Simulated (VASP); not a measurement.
# BN (Fmm2) in VASP: further runs, part 2 of 3

VASP 6.6.1. Earlier steps stand in the parts before.

### 3 Single point, LDA

This run uses another cell than the first one, of 9.29 Å³/atom, 1.021 times its volume.

File INCAR:

```
SYSTEM = BN
PREC     = Accurate       ! precision mode
ENCUT    = 520            ! plane-wave cutoff, eV
EDIFF    = 1E-6           ! SCF threshold, eV
ISMEAR   = -1             ! smearing method
SIGMA    = 0.05           ! smearing width, eV
LREAL    = .FALSE.        ! projectors in reciprocal space
LASPH    = .TRUE.         ! aspherical terms in the spheres
NELM     = 100            ! most SCF steps
ALGO     = Normal         ! electronic algorithm
ISIF     = 2              ! what is computed and relaxed
LWAVE    = .FALSE.        ! write WAVECAR
LCHARG   = .FALSE.        ! write CHGCAR
GGA      = CA             ! functional
NBANDS   = 11             ! bands
```

File KPOINTS:

```
Automatic mesh
0
G
  13 13 13
  0 0 0
```

File POSCAR:

```
BN
1.0
    0.0000000000      3.4718566277      2.1515532769
    1.2432316315      0.0000000000      2.1515532769
    1.2432316315      3.4718566277      0.0000000000
N B
1 1
Direct
    0.6666513400      0.6666513400      0.3333486600
    0.0000486500      0.0000486500      0.9999513500
```

Potentials or basis: VASP PAW LDA potentials, release 64 (N, B).

Started as:

```sh
cat potpaw_LDA.64/N/POTCAR potpaw_LDA.64/B/POTCAR > POTCAR
mpirun -np 1 vasp_std > vasp.out
```

OUTCAR:

```text
SYSTEM = BN
   PREC = Accurate
   ENCUT = 520
   EDIFF = 1E-6
   ISMEAR = -1
   LREAL = .FALSE.
   LASPH = .TRUE.
   NELM = 100
   ISIF = 2
   GGA = CA

 ion  position               nearest neighbor table
   1  0.667  0.667  0.333-   2 1.43   2 1.44   2 1.44
   2  0.000  0.000  1.000-   1 1.43   1 1.44   1 1.44

  LATTYP: Found a face centered orthorhombic cell.
 ALAT       =     2.4864632630
 B/A-ratio  =     1.7306133647
 C/A-ratio  =     2.7926064136

  Lattice vectors:

 A1 = (   0.0000000000,   3.4718566277,   2.1515532769)
 A2 = (  -1.2432316315,   3.4718566277,   0.0000000000)
 A3 = (  -1.2432316315,   0.0000000000,   2.1515532769)

Analysis of symmetry for initial positions (statically):
=====================================================================
 Subroutine PRICEL returns:
 Original cell was already a primitive cell.

 Routine SETGRP: Setting up the symmetry group for a
 face centered orthorhombic supercell.

 Subroutine GETGRP returns: Found  4 space group operations
 (whereof  4 operations were pure point group operations)
 out of a pool of  8 trial point group operations.

The static configuration has the point symmetry C_2v.

Analysis of symmetry for dynamics (positions and initial velocities):
=====================================================================
 Subroutine PRICEL returns:
 Original cell was already a primitive cell.

 Routine SETGRP: Setting up the symmetry group for a
 face centered orthorhombic supercell.

 Subroutine GETGRP returns: Found  4 space group operations
 (whereof  4 operations were pure point group operations)
 out of a pool of  8 trial point group operations.

The dynamic configuration has the point symmetry C_2v.

 Subroutine INISYM returns: Found  4 space group operations
 (whereof  4 operations are pure point group operations),
[... 113 lines left out ...]
   IALGO  =     38    algorithm
   IMIX   =      4    mixing-type and parameters
     AMIX     =   0.40;   BMIX     =  1.00
     AMIX_MAG =   1.60;   BMIX_MAG =  1.00
  volume/ion in A,a.u.               =       9.29        62.67
  Fermi-wavevector in a.u.,A,eV,Ry     =   1.236345  2.336352 20.797156  1.528548
  Thomas-Fermi vector in A             =   2.370957
   LORBIT       =      0    0 simple, 1 ext, 2 COOP (PROOUT), +10 PAW based schemes
   GGA     = CA    functional components
   LHFCALC =     F    Hartree Fock is set to
   AEXX    =    0.0000 exact exchange contribution
   IVDW    =     0    specifies the selected vdW correction
   LEPSILON=     F    determine dielectric tensor
   LRPA    =     F    only Hartree local field effects (RPA)
 non-spin polarized calculation
  energy-cutoff  :      520.00
  volume of cell :       18.57
 maximum number of plane-waves:       517
   NGX = 15   NGY =  9   NGZ = 13

 number of electron       8.0000001 magnetization

 Free energy of the ion-electron system (eV)
  ---------------------------------------------------
  ext. energy  EPLUGINS =         0.00000000
  ---------------------------------------------------
  free energy    TOTEN  =       -19.28246404 eV

  energy without entropy =      -19.28246404  energy(sigma->0) =      -19.28246404

 E-fermi :   2.9371     XC(G=0): -10.2891

 val. band max:        1.9895989155   @ k =   0.4615  -0.3846   0.1538
 cond. band min:       5.6941693636   @ k =   0.0000   0.4615   0.4615
 fundamental gap:      3.7045704481
 Fermi energy:         2.9370730649

 k-point     1 :       0.0000    0.0000    0.0000
  band No.  band energies     occupation
      1     -15.7997      2.00000
      2      -2.6101      2.00000
      3       0.5729      2.00000
      4       0.5806      2.00000
      5       6.5184      0.00000
      6      13.5409      0.00000
      7      13.6043      0.00000
      8      15.0290      0.00000
      9      16.8622      0.00000
     10      27.6472      0.00000
     11      28.6086      0.00000
[... 309 lines left out ...]
 k-point    24 :       0.4615    0.1538   -0.0000
  band No.  band energies     occupation
      1     -12.9569      2.00000
      2      -5.8088      2.00000
      3      -3.1475      2.00000
      4       0.5951      2.00000
      5       7.7930      0.00000
      6      12.0737      0.00000
      7      14.6963      0.00000
      8      17.5863      0.00000
      9      19.5668      0.00000
     10      23.3452      0.00000
     11      24.8226      0.00000

 [... further k-points ...]
[... 5 lines left out ...]
  --------------------------------------------------------------------------------------
  -------------------------------------------------------------------------------------
  Total        0.2279958     -0.1413628      0.2325161      0.0000000      0.0000000      0.0000000
  in kB       19.6671517    -12.1940971     20.0570753      0.0000000      0.0000000      0.0000000
  external PRESSURE =       9.1767100 kB  Pullay stress =       0.0000000 kB

 VOLUME and BASIS-vectors are now :
 -----------------------------------------------------------------------------
  energy-cutoff  :      520.00
  volume of cell :       18.57
      direct lattice vectors                 reciprocal lattice vectors
     0.000000000  3.471856628  2.151553277    -0.402177669  0.144015164  0.232390248
     1.243231632  0.000000000  2.151553277     0.402177669 -0.144015164  0.232390248
     1.243231632  3.471856628  0.000000000     0.402177669  0.144015164 -0.232390248

 POSITION                                       TOTAL-FORCE (eV/Angst)
 -----------------------------------------------------------------------------------
      1.24323      3.47186      2.86867         0.000000      0.000000     -0.011500
      1.24323      3.47186      0.00021         0.000000      0.000000      0.011500
 -----------------------------------------------------------------------------------
    total drift:                                0.000003      0.000005     -0.000050

  FREE ENERGIE OF THE ION-ELECTRON SYSTEM (eV)
  ---------------------------------------------------
  free  energy   TOTEN  =       -19.2824640376 eV

  energy  without entropy=      -19.2824640376  energy(sigma->0) =      -19.28246404
```

Wall time 2.6 min (1 thread of AMD EPYC 7R13, shared host); peak memory 0.15 GiB.

Results:

```
Free energy            : -19.2825 eV
Pressure               : 0.9 GPa
Largest force          : 0.011 eV/Å
Band gap on the k mesh : 3.70 eV, indirect (least direct gap 4.55 eV)
```

Forces on the atoms (eV/Å):
```
N    0.000  0.000 -0.011
B    0.000  0.000  0.011
```

### 4 Single point, PBEsol

This run uses another cell than the first one, of 9.29 Å³/atom, 1.021 times its volume.

File INCAR:

```
SYSTEM = BN
  PREC = Accurate
  ENCUT = 520
  EDIFF = 1E-6
  ISMEAR = -1
  SIGMA = 0.05
  LREAL = .FALSE.
  LASPH = .TRUE.
  NELM = 60
  ALGO = Normal
  ISIF = 2
  LWAVE = .FALSE.
  LCHARG = .TRUE.
  GGA = PS
  LELF = .TRUE.
  LVHAR = .TRUE.
  NBANDS = 11
```

KPOINTS is that of step 3.

POSCAR is that of step 3.

Potentials or basis: VASP PAW PBE potentials, release 64 (N, B).

Started as:

```sh
cat potpaw_PBE.64/N/POTCAR potpaw_PBE.64/B/POTCAR > POTCAR
mpirun -np 1 vasp_std > vasp.out
```

OUTCAR:

```text
SYSTEM = BN
   PREC = Accurate
   ENCUT = 520
   EDIFF = 1E-6
   ISMEAR = -1
   LREAL = .FALSE.
   LASPH = .TRUE.
   NELM = 60
   ISIF = 2
   GGA = PS

 ion  position               nearest neighbor table
   1  0.667  0.667  0.333-   2 1.43   2 1.44   2 1.44
   2  0.000  0.000  1.000-   1 1.43   1 1.44   1 1.44

  LATTYP: Found a face centered orthorhombic cell.
 ALAT       =     2.4864632630
 B/A-ratio  =     1.7306133647
 C/A-ratio  =     2.7926064136

  Lattice vectors:

 A1 = (   0.0000000000,   3.4718566277,   2.1515532769)
 A2 = (  -1.2432316315,   3.4718566277,   0.0000000000)
 A3 = (  -1.2432316315,   0.0000000000,   2.1515532769)

Analysis of symmetry for initial positions (statically):
=====================================================================
 Subroutine PRICEL returns:
 Original cell was already a primitive cell.

 Routine SETGRP: Setting up the symmetry group for a
 face centered orthorhombic supercell.

 Subroutine GETGRP returns: Found  4 space group operations
 (whereof  4 operations were pure point group operations)
 out of a pool of  8 trial point group operations.

The static configuration has the point symmetry C_2v.

Analysis of symmetry for dynamics (positions and initial velocities):
=====================================================================
 Subroutine PRICEL returns:
 Original cell was already a primitive cell.

 Routine SETGRP: Setting up the symmetry group for a
 face centered orthorhombic supercell.

 Subroutine GETGRP returns: Found  4 space group operations
 (whereof  4 operations were pure point group operations)
 out of a pool of  8 trial point group operations.

The dynamic configuration has the point symmetry C_2v.

 Subroutine INISYM returns: Found  4 space group operations
 (whereof  4 operations are pure point group operations),
[... 113 lines left out ...]
   IALGO  =     38    algorithm
   IMIX   =      4    mixing-type and parameters
     AMIX     =   0.40;   BMIX     =  1.00
     AMIX_MAG =   1.60;   BMIX_MAG =  1.00
  volume/ion in A,a.u.               =       9.29        62.67
  Fermi-wavevector in a.u.,A,eV,Ry     =   1.236345  2.336352 20.797156  1.528548
  Thomas-Fermi vector in A             =   2.370957
   LORBIT       =      0    0 simple, 1 ext, 2 COOP (PROOUT), +10 PAW based schemes
   GGA     = PS    functional components
   LHFCALC =     F    Hartree Fock is set to
   AEXX    =    0.0000 exact exchange contribution
   IVDW    =     0    specifies the selected vdW correction
   LEPSILON=     F    determine dielectric tensor
   LRPA    =     F    only Hartree local field effects (RPA)
 non-spin polarized calculation
  energy-cutoff  :      520.00
  volume of cell :       18.57
 maximum number of plane-waves:       517
   NGX = 15   NGY =  9   NGZ = 13

 number of electron       8.0000001 magnetization

 Free energy of the ion-electron system (eV)
  ---------------------------------------------------
  ext. energy  EPLUGINS =         0.00000000
  ---------------------------------------------------
  free energy    TOTEN  =       -18.27523205 eV

  energy without entropy =      -18.27523205  energy(sigma->0) =      -18.27523205

 E-fermi :   3.1013     XC(G=0): -10.0494

 val. band max:        2.0369370373   @ k =   0.4615  -0.3846   0.1538
 cond. band min:       5.8386144001   @ k =   0.0000   0.4615   0.4615
 fundamental gap:      3.8016773628
 Fermi energy:         3.1012639020

 k-point     1 :       0.0000    0.0000    0.0000
  band No.  band energies     occupation
      1     -15.9212      2.00000
      2      -2.5579      2.00000
      3       0.6622      2.00000
      4       0.6698      2.00000
      5       6.7265      0.00000
      6      13.6697      0.00000
      7      13.7326      0.00000
      8      15.2241      0.00000
      9      16.8251      0.00000
     10      27.7395      0.00000
     11      28.9458      0.00000
[... 309 lines left out ...]
 k-point    24 :       0.4615    0.1538   -0.0000
  band No.  band energies     occupation
      1     -13.0764      2.00000
      2      -5.7984      2.00000
      3      -3.0961      2.00000
      4       0.6516      2.00000
      5       7.9284      0.00000
      6      12.2624      0.00000
      7      14.8102      0.00000
      8      17.7820      0.00000
      9      19.7089      0.00000
     10      23.5658      0.00000
     11      25.0675      0.00000

 [... further k-points ...]
[... 5 lines left out ...]
  --------------------------------------------------------------------------------------
  -------------------------------------------------------------------------------------
  Total        0.9857524      0.0191616      0.9894942      0.0000000      0.0000000      0.0000000
  in kB       85.0320162      1.6528966     85.3547884      0.0000000      0.0000000      0.0000000
  external PRESSURE =      57.3465671 kB  Pullay stress =       0.0000000 kB

 VOLUME and BASIS-vectors are now :
 -----------------------------------------------------------------------------
  energy-cutoff  :      520.00
  volume of cell :       18.57
      direct lattice vectors                 reciprocal lattice vectors
     0.000000000  3.471856628  2.151553277    -0.402177669  0.144015164  0.232390248
     1.243231632  0.000000000  2.151553277     0.402177669 -0.144015164  0.232390248
     1.243231632  3.471856628  0.000000000     0.402177669  0.144015164 -0.232390248

 POSITION                                       TOTAL-FORCE (eV/Angst)
 -----------------------------------------------------------------------------------
      1.24323      3.47186      2.86867         0.000000      0.000000     -0.011018
      1.24323      3.47186      0.00021         0.000000      0.000000      0.011018
 -----------------------------------------------------------------------------------
    total drift:                                0.000000     -0.000013     -0.000024

  FREE ENERGIE OF THE ION-ELECTRON SYSTEM (eV)
  ---------------------------------------------------
  free  energy   TOTEN  =       -18.2752320541 eV

  energy  without entropy=      -18.2752320541  energy(sigma->0) =      -18.27523205
```

stdout:

```text
POSCAR found type information on POSCAR N B
 POSCAR found :  2 types and       2 ions
 scaLAPACK will be used
 -----------------------------------------------------------------------------
|                                                                             |
|                                                                             |
|     You enforced a specific xc type in the INCAR file but a different       |
|     I HOPE YOU KNOW WHAT YOU ARE DOING!                                     |
|                                                                             |
 -----------------------------------------------------------------------------

 LDA part: xc-table for (Slater+PW92), standard interpolation
 POSCAR, INCAR and KPOINTS ok, starting setup
 FFT: planning ... GRIDC
 FFT: planning ... GRID_SOFT
 FFT: planning ... GRID
 WAVECAR not read
 entering main loop
```

Run time: 2.6 min. Hardware: 1 thread of AMD EPYC 7R13, shared host; peak memory 0.16 GiB.

Results:

| Property | Result |
| --- | --- |
| Free energy | -18.2752 eV |
| Pressure | 5.7 GPa |
| Largest force | 0.011 eV/Å |
| Band gap on the k mesh | 3.80 eV, indirect (least direct gap 4.64 eV) |

Forces in eV/Å, atoms in the order of the input:
```
N    0.000  0.000 -0.011
B    0.000  0.000  0.011
```

Caveat: the PAW data sets were made with another functional, which shifts forces and pressure a little.

(Part 2 of 3 ends here.)
